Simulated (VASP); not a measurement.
# ZnS (zincblende type) (F-43m) in VASP: further runs

Aim: see how the results for ZnS (zincblende type) move with the level of theory and the settings. Levels: PBEsol, revPBE. Tasks: single point.

All numbers are computed with VASP 6.6.1; they aren't measurements. Logs are shortened: lines on timing, memory, paths and dates and some standing lists are left out, and cuts for length are marked.

## 1. The cell of the first run

The structure is cubic, space group F-43m (No. 216). The conventional cell has a = 4.389 Å, b = 4.389 Å, c = 4.389 Å, α = 90.00°, β = 90.00°, γ = 90.00°. Zn (site symmetry -43m) has 4 S at 1.90 Å within 2.5 Å. S (site symmetry -43m) has 4 Zn at 1.90 Å within 2.5 Å.

## 2. Single point, PBEsol

Input file INCAR:

```
SYSTEM = ZnS
PREC = Accurate
ENCUT = 520
EDIFF = 1E-6
ISMEAR = -1
SIGMA = 0.1
LREAL = .FALSE.
LASPH = .TRUE.
NELM = 80
ALGO = Normal
ISIF = 2
LWAVE = .FALSE.
LCHARG = .TRUE.
GGA = PS
LELF = .TRUE.
LVHAR = .TRUE.
NBANDS = 16
```

Input file KPOINTS:

```
Automatic mesh
0
G
  14 14 14
  0 0 0
```

Input file POSCAR:

```
ZnS
1.0
    0.0000000000      2.1943029636      2.1943029636
    2.1943029636      0.0000000000      2.1943029636
    2.1943029636      2.1943029636      0.0000000000
Zn S
1 1
Direct
    0.0000000000      0.0000000000      0.0000000000
    0.2500000000      0.2500000000      0.2500000000
```

Potentials or basis: VASP PAW PBE potentials, release 64 (Zn, S).

The run is started by

```sh
cat potpaw_PBE.64/Zn/POTCAR potpaw_PBE.64/S/POTCAR > POTCAR
mpirun -np 1 vasp_std > vasp.out
```

OUTCAR:

```text
SYSTEM = ZnS
   PREC = Accurate
   ENCUT = 520
   EDIFF = 1E-6
   ISMEAR = -1
   LREAL = .FALSE.
   LASPH = .TRUE.
   NELM = 80
   ISIF = 2
   GGA = PS

 ion  position               nearest neighbor table
   1  0.000  0.000  0.000-   2 1.90   2 1.90   2 1.90   2 1.90
   2  0.250  0.250  0.250-   1 1.90   1 1.90   1 1.90   1 1.90

  LATTYP: Found a face centered cubic cell.
 ALAT       =     4.3886059272

  Lattice vectors:

 A1 = (   0.0000000000,   2.1943029636,   2.1943029636)
 A2 = (   2.1943029636,   0.0000000000,   2.1943029636)
 A3 = (   2.1943029636,   2.1943029636,   0.0000000000)

Analysis of symmetry for initial positions (statically):
=====================================================================
 Subroutine PRICEL returns:
 Original cell was already a primitive cell.

 Routine SETGRP: Setting up the symmetry group for a
 face centered cubic supercell.

 Subroutine GETGRP returns: Found 24 space group operations
 (whereof 24 operations were pure point group operations)
 out of a pool of 48 trial point group operations.

The static configuration has the point symmetry T_d .

Analysis of symmetry for dynamics (positions and initial velocities):
=====================================================================
 Subroutine PRICEL returns:
 Original cell was already a primitive cell.

 Routine SETGRP: Setting up the symmetry group for a
 face centered cubic supercell.

 Subroutine GETGRP returns: Found 24 space group operations
 (whereof 24 operations were pure point group operations)
 out of a pool of 48 trial point group operations.

The dynamic configuration has the point symmetry T_d .

 Subroutine INISYM returns: Found 24 space group operations
 (whereof 24 operations are pure point group operations),
 and found     1 'primitive' translations

----------------------------------------------------------------------------------------

                                     Primitive cell

  volume of cell :      21.1310

  direct lattice vectors                    reciprocal lattice vectors
     0.000000000  2.194302964  2.194302964    -0.227862792  0.227862792  0.227862792
     2.194302964  0.000000000  2.194302964     0.227862792 -0.227862792  0.227862792
     2.194302964  2.194302964  0.000000000     0.227862792  0.227862792 -0.227862792

  length of vectors
     3.103213011  3.103213011  3.103213011     0.394669933  0.394669933  0.394669933

  position of ions in fractional coordinates (direct lattice)
     0.000000000  0.000000000  0.000000000
     0.250000000  0.250000000  0.250000000

  ion indices of the primitive-cell ions
   primitive index   ion index
                 1           1
                 2           2

----------------------------------------------------------------------------------------

 KPOINTS: Automatic mesh

Automatic generation of k-mesh.
 Grid dimensions read from file:
 generate k-points for:   14   14   14

 Generating k-lattice:

  Cartesian coordinates                     Fractional coordinates (reciprocal lattice)
    -0.016275914  0.016275914  0.016275914     0.071428571  0.000000000  0.000000000
     0.016275914 -0.016275914  0.016275914     0.000000000  0.071428571  0.000000000
     0.016275914  0.016275914 -0.016275914     0.000000000  0.000000000  0.071428571

  Length of vectors
     0.028190710  0.028190710  0.028190710

  Shift w.r.t. Gamma in fractional coordinates (k-lattice)
     0.000000000  0.000000000  0.000000000

 Subroutine IBZKPT returns following result:
 ===========================================

 Found    104 irreducible k-points:

 Following reciprocal coordinates:
            Coordinates               Weight
  0.000000  0.000000  0.000000      1.000000
  0.071429  0.000000  0.000000      8.000000
  0.142857  0.000000  0.000000      8.000000
  0.214286  0.000000  0.000000      8.000000
  0.285714  0.000000  0.000000      8.000000
  0.357143  0.000000  0.000000      8.000000
[... 16 lines left out ...]
  0.214286  0.142857  0.000000     24.000000
  0.285714  0.142857  0.000000     24.000000
 [... further k-points ...]
   k-points           NKPTS =    104   k-points in BZ     NKDIM =    104   number of bands    NBANDS=     16
   number of dos      NEDOS =    301   number of ions     NIONS =      2
   total plane-waves  NPLWV =  13824
   dimension x,y,z NGX =    24 NGY =   24 NGZ =   24
   dimension x,y,z NGXF=    48 NGYF=   48 NGZF=   48
   ions per type =               1   1
   NGX,Y,Z   is equivalent  to a cutoff of  12.86, 12.86, 12.86 a.u.
   NGXF,Y,Z  is equivalent  to a cutoff of  25.71, 25.71, 25.71 a.u.
 SYSTEM =  ZnS
   PREC   = accura    normal or accurate (medium, high low for compatibility)
   ISTART =      0    job   : 0-new  1-cont  2-samecut
   ICHARG =      2    charge: 1-file 2-atom 10-const
   ISPIN  =      1    spin polarized calculation?
   LNONCOLLINEAR =      F non collinear calculations
   LSORBIT =      F    spin-orbit coupling
   LASPH  =      T    aspherical Exc in radial PAW
   ENCUT  =  520.0 eV  38.22 Ry    6.18 a.u.   5.77  5.77  5.77*2*pi/ulx,y,z
   NELM   =     80;   NELMIN=  2; NELMDL= -5     # of ELM steps
   EDIFF  = 0.1E-05   stopping-criterion for ELM
   LREAL  =      F    real-space projection
   EDIFFG = 0.1E-04   stopping-criterion for IOM
   NSW    =      0    number of steps for IOM
   IBRION =     -1    ionic relax: 0-MD 1-quasi-New 2-CG
   NFREE  =      0    steps in history (QN), initial steepest desc. (CG)
   ISIF   =      2    stress and relaxation
   ISYM   =      2    0-nonsym 1-usesym 2-fastsym
   POTIM  = 0.5000    time-step for ionic-motion
   TEBEG  =    0.0;   TEEND  =   0.0 temperature during run
   PSTRESS=    0.0 pullay stress
   NELECT =      18.0000    total number of electrons
   NUPDOWN=      -1.0000    fix difference up-down
   EMIN   =  10.00;   EMAX   =-10.00  energy-range for DOS
   EFERMI =   0.00;   METHOD = LEGACY
   ISMEAR =    -1;   SIGMA  =   0.10  broadening in eV -4-tet -1-fermi 0-gaus
   EFERMI_NEDOS =   21; number of points for ismear=-14 and -15
   IALGO  =     38    algorithm
   IMIX   =      4    mixing-type and parameters
     AMIX     =   0.40;   BMIX     =  1.00
     AMIX_MAG =   1.60;   BMIX_MAG =  1.00
  volume/ion in A,a.u.               =      10.57        71.30
  Fermi-wavevector in a.u.,A,eV,Ry     =   1.551883  2.932634 32.767482  2.408342
  Thomas-Fermi vector in A             =   2.656339
   LORBIT       =      0    0 simple, 1 ext, 2 COOP (PROOUT), +10 PAW based schemes
   GGA     = PS    functional components
   LHFCALC =     F    Hartree Fock is set to
   AEXX    =    0.0000 exact exchange contribution
   IVDW    =     0    specifies the selected vdW correction
   LEPSILON=     F    determine dielectric tensor
   LRPA    =     F    only Hartree local field effects (RPA)
 non-spin polarized calculation
  energy-cutoff  :      520.00
  volume of cell :       21.13
 maximum number of plane-waves:       588
   NGX = 11   NGY = 11   NGZ = 11

 number of electron      17.9999998 magnetization

 Free energy of the ion-electron system (eV)
  ---------------------------------------------------
  ext. energy  EPLUGINS =         0.00000000
  ---------------------------------------------------
  free energy    TOTEN  =        -1.95216731 eV

  energy without entropy =       -1.95214380  energy(sigma->0) =       -1.95215555

 E-fermi :  11.1271     XC(G=0): -13.0903

 val. band max:       10.5088551683   @ k =   0.0000   0.0000   0.0000
 cond. band min:      11.7387820089   @ k =   0.5000   0.5000   0.0000
 fundamental gap:      1.2299268406
 Fermi energy:        11.1271146975

 k-point     1 :       0.0000    0.0000    0.0000
  band No.  band energies     occupation
      1      -9.3462      2.00000
      2      -0.9124      2.00000
      3      -0.9124      2.00000
      4      -0.9124      2.00000
      5       0.5192      2.00000
      6       0.5192      2.00000
[... 8 lines left out ...]
     15      22.5355      0.00000
     16      25.2484      0.00000

 k-point     2 :       0.0714    0.0000    0.0000
  band No.  band energies     occupation
      1      -9.2529      2.00000
      2      -0.9352      2.00000
      3      -0.8915      2.00000
      4      -0.8915      2.00000
      5       0.5144      2.00000
      6       0.5144      2.00000
[... 8 lines left out ...]
     15      22.0703      0.00000
     16      25.1204      0.00000

 k-point     3 :       0.1429    0.0000    0.0000
  band No.  band energies     occupation
      1      -8.9796      2.00000
      2      -0.9957      2.00000
      3      -0.8351      2.00000
      4      -0.8351      2.00000
      5       0.5055      2.00000
      6       0.5055      2.00000
[... 8 lines left out ...]
     15      21.3564      0.00000
     16      24.7131      0.00000

 k-point     4 :       0.2143    0.0000    0.0000
  band No.  band energies     occupation
      1      -8.5476      2.00000
      2      -1.0723      2.00000
      3      -0.7613      2.00000
      4      -0.7613      2.00000
      5       0.5065      2.00000
      6       0.5065      2.00000
[... 8 lines left out ...]
     15      21.1403      0.00000
     16      24.3853      0.00000

 k-point     5 :       0.2857    0.0000    0.0000
  band No.  band energies     occupation
      1      -8.0010      2.00000
      2      -1.1331      2.00000
      3      -0.6940      2.00000
      4      -0.6940      2.00000
      5       0.5318      2.00000
      6       0.5318      2.00000
[... 8 lines left out ...]
     15      21.7444      0.00000
     16      24.5236      0.00000

 k-point     6 :       0.3571    0.0000    0.0000
  band No.  band energies     occupation
      1      -7.4222      2.00000
      2      -1.1415      2.00000
      3      -0.6497      2.00000
      4      -0.6497      2.00000
      5       0.5807      2.00000
      6       0.5807      2.00000
[... 8 lines left out ...]
     15      22.9715      0.00000
     16      25.3140      0.00000

 k-point     7 :       0.4286    0.0000    0.0000
  band No.  band energies     occupation
      1      -6.9506      2.00000
      2      -1.0770      2.00000
      3      -0.6290      2.00000
      4      -0.6290      2.00000
      5       0.6307      2.00000
      6       0.6307      2.00000
[... 8 lines left out ...]
     15      24.3727      0.00000
     16      26.4795      0.00000

 k-point     8 :       0.5000    0.0000    0.0000
  band No.  band energies     occupation
      1      -6.7628      2.00000
      2      -1.0171      2.00000
      3      -0.6236      2.00000
      4      -0.6236      2.00000
      5       0.6519      2.00000
      6       0.6519      2.00000
[... 8 lines left out ...]
     15      25.1279      0.00000
     16      27.1531      0.00000

 k-point     9 :       0.0714    0.0714    0.0000
  band No.  band energies     occupation
      1      -9.2218      2.00000
      2      -0.9529      2.00000
      3      -0.8789      2.00000
      4      -0.8789      2.00000
      5       0.4894      2.00000
      6       0.5355      2.00000
[... 8 lines left out ...]
     15      22.6040      0.00000
     16      25.5918      0.00000
[... 172 lines left out ...]
 k-point    19 :      -0.2143    0.0714    0.0000
  band No.  band energies     occupation
      1      -8.3005      2.00000
      2      -1.1056      2.00000
      3      -0.7224      2.00000
      4      -0.7195      2.00000
      5       0.4517      2.00000
      6       0.5696      2.00000
[... 8 lines left out ...]
     15      22.6070      0.00000
     16      24.9587      0.00000

 k-point    20 :      -0.1429    0.0714    0.0000
  band No.  band energies     occupation
      1      -8.7728      2.00000
      2      -1.0395      2.00000
      3      -0.7973      2.00000
      4      -0.7876      2.00000
      5       0.4582      2.00000
      6       0.5448      2.00000
[... 8 lines left out ...]
     15      21.9886      0.00000
     16      25.2741      0.00000

 k-point    21 :      -0.0714    0.0714    0.0000
  band No.  band energies     occupation
      1      -9.0996      2.00000
      2      -0.9742      2.00000
      3      -0.8614      2.00000
      4      -0.8511      2.00000
      5       0.4851      2.00000
      6       0.5306      2.00000
[... 8 lines left out ...]
     15      22.0256      0.00000
     16      25.4310      0.00000

 k-point    22 :       0.1429    0.1429    0.0000
  band No.  band energies     occupation
      1      -8.8569      2.00000
      2      -1.0664      2.00000
      3      -0.7785      2.00000
      4      -0.7785      2.00000
      5       0.4091      2.00000
      6       0.5810      2.00000
[... 8 lines left out ...]
     15      22.8064      0.00000
     16      26.9540      0.00000

 k-point    23 :       0.2143    0.1429    0.0000
  band No.  band energies     occupation
      1      -8.5365      2.00000
      2      -1.1409      2.00000
      3      -0.7067      2.00000
      4      -0.7012      2.00000
      5       0.3698      2.00000
      6       0.6080      2.00000
[... 8 lines left out ...]
     15      22.7887      0.00000
     16      26.7564      0.00000

 k-point    24 :       0.2857    0.1429    0.0000
  band No.  band energies     occupation
      1      -8.0762      2.00000
      2      -1.2022      2.00000
      3      -0.6399      2.00000
      4      -0.6185      2.00000
      5       0.3694      2.00000
      6       0.6361      2.00000
[... 8 lines left out ...]
     15      23.0602      0.00000
     16      26.3379      0.00000

 [... further k-points ...]
[... 5 lines left out ...]
  --------------------------------------------------------------------------------------
  -------------------------------------------------------------------------------------
  Total       23.5506715     23.5506715     23.5506715      0.0000000      0.0000000      0.0000000
  in kB     1785.6408519   1785.6408519   1785.6408519      0.0000000      0.0000000      0.0000000
  external PRESSURE =    1785.6408519 kB  Pullay stress =       0.0000000 kB

 VOLUME and BASIS-vectors are now :
 -----------------------------------------------------------------------------
  energy-cutoff  :      520.00
  volume of cell :       21.13
      direct lattice vectors                 reciprocal lattice vectors
     0.000000000  2.194302964  2.194302964    -0.227862792  0.227862792  0.227862792
     2.194302964  0.000000000  2.194302964     0.227862792 -0.227862792  0.227862792
     2.194302964  2.194302964  0.000000000     0.227862792  0.227862792 -0.227862792

 POSITION                                       TOTAL-FORCE (eV/Angst)
 -----------------------------------------------------------------------------------
      0.00000      0.00000      0.00000         0.000000      0.000000      0.000000
      1.09715      1.09715      1.09715        -0.000000     -0.000000     -0.000000
 -----------------------------------------------------------------------------------
    total drift:                                0.000003      0.000003      0.000004

  FREE ENERGIE OF THE ION-ELECTRON SYSTEM (eV)
  ---------------------------------------------------
  free  energy   TOTEN  =        -1.9521673057 eV

  energy  without entropy=       -1.9521438032  energy(sigma->0) =       -1.95215555
```

It took 23 s on 1 thread of Intel Xeon Platinum 8259CL at 2.50GHz (Skylake/Cascade Lake), shared host; peak memory 0.16 GiB.

Results:

| Item | Value |
| --- | --- |
| Free energy | -1.9522 eV |
| Pressure | 178.6 GPa |
| Band gap on the k mesh | 1.23 eV, indirect (least direct gap 4.84 eV) |

Levels at points of the mesh, in eV from the valence-band top:
```csv
k point,band 7,band 8,band 9,band 10,band 11,band 12
"(0.00, 0.00, 0.00)",0.00,0.00,0.00,4.84,4.84,4.84
"(0.50, 0.00, 0.00)",-9.21,-2.28,-2.28,3.86,5.49,5.49
"(0.50, 0.50, 0.00)",-8.15,-5.62,-5.62,1.23,2.32,13.98
```

Caveat: the PAW data sets were made with another functional, which shifts forces and pressure a little.

## 3. Single point, revPBE

Input file INCAR:

```
ALGO     = Normal         # electronic algorithm
EDIFF    = 1E-6           # SCF threshold, eV
ENCUT    = 520            # plane-wave cutoff, eV
GGA      = RE             # functional
ISIF     = 2              # what is computed and relaxed
ISMEAR   = -1             # smearing method
LASPH    = T              # aspherical terms in the spheres
LCHARG   = T              # write CHGCAR
LELF     = T              # ELF
LREAL    = F              # projectors in reciprocal space
LVHAR    = T            
LWAVE    = F              # write WAVECAR
NBANDS   = 16             # bands
NELM     = 80             # most SCF steps
PREC     = Accurate       # precision mode
SIGMA    = 0.1            # smearing width, eV
```

Input file KPOINTS:

```
k-points
0
Gamma
  14 14 14
```

POSCAR is that of step 2.

Potentials or basis: VASP PAW PBE potentials, release 64 (Zn, S).

The run is started by

```sh
cat potpaw_PBE.64/Zn/POTCAR potpaw_PBE.64/S/POTCAR > POTCAR
mpirun -np 1 vasp_std > vasp.out
```

It took 22 s on 1 thread of Intel Xeon Platinum 8259CL at 2.50GHz (Skylake/Cascade Lake), shared host; peak memory 0.16 GiB.

The run converged. Its results:

```
Free energy            : 0.3390 eV
Pressure               : 191.6 GPa
Band gap on the k mesh : 1.37 eV, indirect (least direct gap 4.91 eV)
```

Levels at points of the mesh, in eV from the valence-band top:
```
           k point  band 6  band 7  band 8  band 9  band 10  band 11  band 12  band 13
(0.00, 0.00, 0.00)   -9.91    0.00    0.00    0.00     4.91     4.91     4.91     5.20
(0.50, 0.00, 0.00)   -9.77   -9.13   -2.26   -2.26     4.00     5.55     5.55    10.01
(0.50, 0.50, 0.00)   -9.53   -8.07   -5.57   -5.57     1.37     2.46    13.86    15.45
```

Caveat: the PAW data sets were made with another functional, which shifts forces and pressure a little. Expect the measured gap to be larger: semilocal functionals such as revPBE lack the derivative discontinuity.
